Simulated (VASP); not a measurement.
Runs of VASP 6.6.1 on MoPd. The structure is that of space group P-6m2 (No. 187), or close to it. The cells are those of the table. 

```tsv
cell	gap on the mesh (eV)	pressure (GPa)
a = 2.819, b = 2.819, c = 4.607 Å, angles 90.0, 90.0, 120.0°, 2 atoms	none	-19.5
a = 2.743, b = 2.743, c = 4.484 Å, angles 90.0, 90.0, 120.0°, 2 atoms	none	-2.5
a = 2.866, b = 2.866, c = 4.685 Å, angles 90.0, 90.0, 120.0°, 2 atoms	none	-27.0
a = 2.843, b = 2.843, c = 4.646 Å, angles 90.0, 90.0, 120.0°, 2 atoms	none	(a)
a = 2.769, b = 2.769, c = 4.525 Å, angles 90.0, 90.0, 120.0°, 2 atoms	none	(b)
a = 2.717, b = 2.717, c = 4.441 Å, angles 90.0, 90.0, 120.0°, 2 atoms	none	5.3
a = 2.794, b = 2.794, c = 4.566 Å, angles 90.0, 90.0, 120.0°, 2 atoms	none	-14.8
```

Alike in all rows: task single point; level LDA; potentials or basis VASP PAW LDA potentials, release 64 (Mo_sv, Pd); no spin polarisation; k mesh 9 × 9 × 5; cutoff (eV) 520; smearing methfessel-paxton 0.1 eV.

**Question.** Fill in the values left out.

**Answer.** (a) -23.6; (b) -9.2.

A k mesh can miss the band edges, and the runs leave out spin-orbit coupling on Mo, Pd.

A gap of «none» marks levels without a gap at the run's occupations.
